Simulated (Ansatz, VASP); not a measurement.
Si2Mo in VASP and in Ansatz

```
Mo Si
1.0
     4.58547    0.00000    0.00000
    -2.29274    3.97113    0.00000
     0.00000    0.00000    6.57976
Mo Si
3 6
Direct
  0.50000 0.50000 0.83333
  0.00000 0.50000 0.16667
  0.50000 0.00000 0.50000
  0.16387 0.32775 0.50000
  0.67225 0.83613 0.16667
  0.83613 0.16387 0.83333
  0.83613 0.67225 0.50000
  0.32775 0.16387 0.16667
  0.16387 0.83613 0.83333
```

Alike in both runs: task relaxation of cell and atoms; functional PBE; dispersion D4; k mesh 7 × 7 × 4; occupations fermi-dirac, width 0.05 eV; no spin polarisation.

|  | VASP | Ansatz |
| --- | --- | --- |
| version | VASP 6.6.1 | Ansatz 0.2.0 |
| potentials or method | VASP PAW PBE potentials, release 64 (Mo_sv, Si) | Ansatz PAW |
| plane-wave cutoff (eV) | 600 | 420 |
| valence electrons in the cell | 66 | 66 |

VASP gave:

| Property | Result |
| --- | --- |
| gap on the k mesh at the Fermi level, each at its own relaxed structure (eV) | 0.26 |
| relaxed volume (Å³/atom) | 13.15 |
| relaxed cell length with the largest relative difference (Å) | 4.568 |

Task: What did Ansatz give for the same quantities?

Result: gap on the k mesh at the Fermi level, each at its own relaxed structure (eV): 0.27; relaxed volume (Å³/atom): 13.15; relaxed cell length with the largest relative difference (Å): 4.566.

Noted on Ansatz's run: odd divisions of the mesh miss points on the zone boundary, where band edges often lie, so the gap on the mesh can be too wide; the plane-wave basis is chosen anew once the cell has moved, so the energies of steps on either side of that aren't comparable.
